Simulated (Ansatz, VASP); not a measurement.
# One calculation of In, two programs

```
CELL_PARAMETERS angstrom
3.01239 0.00000 0.00000
0.00000 3.01239 0.00000
0.00000 0.00000 3.01239
ATOMIC_POSITIONS crystal
In 0.00000 0.00000 0.00000
```

Alike in both runs: functional PBEsol; k mesh 14 × 14 × 14; occupations gaussian, width 0.1 eV; no spin polarisation.

Ansatz relaxed the structure, and its values are those at the end. VASP's run is a single point on that final structure, the one shown.

|  | VASP | Ansatz |
| --- | --- | --- |
| version | VASP 6.6.1 | Ansatz 0.2.0 |
| potentials or method | VASP PAW PBE potentials, release 64 (In_d), cutoff 520 eV | scalar-relativistic, plane waves, PAW |
| valence electrons in the cell | 13 | 13 |

|  | VASP | Ansatz | Ansatz less VASP |
| --- | --- | --- | --- |
| gap on the k mesh at the Fermi level (eV) | none | none | - |
| pressure (GPa) | 0.0 | 0.0 | +0.03 |

VASP's potentials were made for PBE, not for PBEsol. A gap of «none» marks a metal or a gap that the smearing closes. The functional is the same, so the differences come from potentials, cutoffs and numerics.
